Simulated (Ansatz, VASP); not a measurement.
## Two plane-wave programs on CoSn

```
Co Sn
1.0
     5.29522    0.00000    0.00000
    -2.64761    4.58580    0.00000
     0.00000    0.00000    4.23273
Co Sn
3 3
Cartesian
  -1.3238 2.2929 0.0000
  1.3238 2.2929 0.0000
  2.6476 0.0000 0.0000
  2.6476 1.5286 2.1164
  0.0000 3.0572 2.1164
  0.0000 0.0000 0.0000
```

Alike in both runs: functional PBE; k mesh 12 × 12 × 10; occupations gaussian, width 0.1 eV; no spin polarisation.

Ansatz relaxed the structure, and its values are those at the end. VASP's run is a single point on that final structure, the one shown.

|  | VASP | Ansatz |
| --- | --- | --- |
| version | VASP 6.6.1 | Ansatz 0.2.0 |
| potentials or method | VASP PAW PBE potentials, release 64 (Co, Sn_d), cutoff 520 eV | scalar-relativistic, plane waves, PAW |
| valence electrons in the cell | 69 | 93 |

|  | VASP | Ansatz | Ansatz less VASP |
| --- | --- | --- | --- |
| gap on the k mesh at the Fermi level (eV) | none | none | - |
| pressure (GPa) | -0.1 | 0.0 | +0.06 |

A gap of «none» marks a metal or a gap that the smearing closes. The functional is the same, so the differences come from potentials, cutoffs and numerics. VASP's potentials hold 69 valence electrons a cell and Ansatz's 93, so a difference there can come from the potentials and not from the codes.
